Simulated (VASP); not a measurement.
ZrGeSe, 6 atoms in the cell. Symmetry: P4/nmm, No. 129, tetragonal system. Conventional cell: a = 3.640 Å, b = 3.640 Å, c = 8.163 Å, α = 90.00°, β = 90.00°, γ = 90.00°. Within 3.6 Å of Zr (site symmetry 4mm) lie 5 Se at 2.75 to 2.90 Å and 4 Ge at 2.82 Å. Ge (site symmetry -4m2) has 4 Ge at 2.57 Å and 4 Zr at 2.82 Å within 3.4 Å. Within 3.6 Å of Se (site symmetry 4mm) lie 5 Zr at 2.75 to 2.90 Å and 4 Se at 3.22 Å. 

| Quantity | Value |
| --- | --- |
| Program | VASP 6.6.1 |
| Task | single point |
| Functional | PBEsol |
| Dispersion | D3(BJ) |
| Potentials or basis | VASP PAW PBE potentials, release 64 (Zr_sv, Ge_d, Se) |
| Cutoff | 520 eV |
| k mesh | 8 × 8 × 4 |
| Occupations | fermi-dirac, width 0.1 eV |
| Spin | no spin polarisation |
| Dipole correction | no |
| Further INCAR settings | ALGO = Normal; EDIFF = 1e-06; NBANDS = 41 |

Potentials or basis: VASP PAW PBE potentials, release 64 (Zr_sv, Ge_d, Se).

The run is started by

```console
$ cat potpaw_PBE.64/Zr_sv/POTCAR potpaw_PBE.64/Ge_d/POTCAR potpaw_PBE.64/Se/POTCAR > POTCAR
$ mpirun -np 1 vasp_std > vasp.out
```

Hardware: 1 thread of Oxide Virtual Turin-like Processor, with other jobs on the host.

Question: How long does it take, and how much memory?

Answer: Run time: 3.5 min on 1 thread of Oxide Virtual Turin-like Processor, on a shared host, peak memory 0.3 GiB. Counts: scf iterations 14, k points 45.
